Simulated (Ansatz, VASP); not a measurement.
One calculation of CsH2, two programs

```xyz
6
Lattice="5.1204 0.0000 0.0000 0.0000 5.1204 0.0000 0.0000 0.0000 5.1204" Properties=species:S:1:pos:R:3 pbc="T T T"
Cs    0.0000    0.0000    0.0000
Cs    2.5602    2.5602    2.5602
H     1.2801    1.2801    1.2801
H     1.2801    3.8403    3.8403
H     3.8403    3.8403    1.2801
H     3.8403    1.2801    3.8403
```

Change from the starting cell: species swapped into the Au2S type (Pn-3m, No. 224).

Alike in both runs: task relaxation of cell and atoms; functional PBE; k mesh 4 × 4 × 4; occupations gaussian, width 0.1 eV; no spin polarisation.

|  | VASP | Ansatz |
| --- | --- | --- |
| version | VASP 6.6.1 | Ansatz 0.2.0 |
| potentials or method | VASP PAW PBE potentials, release 64 (Cs_sv, H), cutoff 600 eV | scalar-relativistic, plane waves, PAW |
| valence electrons in the cell | 22 | 22 |

```tsv
	VASP	Ansatz	Ansatz less VASP
gap on the k mesh at the Fermi level, each at its own relaxed structure (eV)	none	none	-
relaxed volume (Å³/atom)	44.73	44.94	+0.214
relaxed length of the cell vector where the two differ most in proportion (Å)	6.450	6.461	+0.0103
```

A gap of «none» marks a metal or a gap that the smearing closes.

Neither program's run includes spin-orbit coupling. Noted on VASP's run: the volume moved by over 15 % at a fixed basis, so the end points are rough.
